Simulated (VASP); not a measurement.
Input of a VASP 6.6.1 run:

INCAR

```
PREC = Accurate
ENCUT = 520
EDIFF = 1E-7
ISMEAR = -1
SIGMA = 0.15
LREAL = F
LASPH = T
NELM = 100
ALGO = Normal
ISIF = 2
LWAVE = F
LCHARG = F
GGA = PS
NBANDS = 24
```

File KPOINTS:

```
regular mesh
0
Gamma
  8 8 8
```

File POSCAR:

```
Te3W
1.0
    5.2629549130      0.0000000000      0.0000000000
    0.0000000000      5.2629549130      0.0000000000
    0.0000000000      0.0000000000      5.2629549130
Te W
3 1
Direct
    0.0000000000      0.0000000000      0.5000000000
    0.0000000000      0.5000000000      0.0000000000
    0.5000000000      0.0000000000      0.0000000000
    0.0000000000      0.0000000000      0.0000000000
```

Potentials or basis: VASP PAW PBE potentials, release 64 (Te, W_sv).

Launch:

```bash
$ cat potpaw_PBE.64/Te/POTCAR potpaw_PBE.64/W_sv/POTCAR > POTCAR
$ mpirun -np 1 vasp_std > vasp.out
```

Problem. Predict the band gap on the k mesh.

Solution. Zero (band 16 reaches 5.16 eV, above the bottom of band 17 at 3.66 eV).

Problem. Estimate the pressure.

Solution. 1.3 GPa.

Caveat: the PAW data sets were made with another functional, which shifts forces and pressure a little; spin-orbit coupling is left out, which moves the levels of the heavy elements.
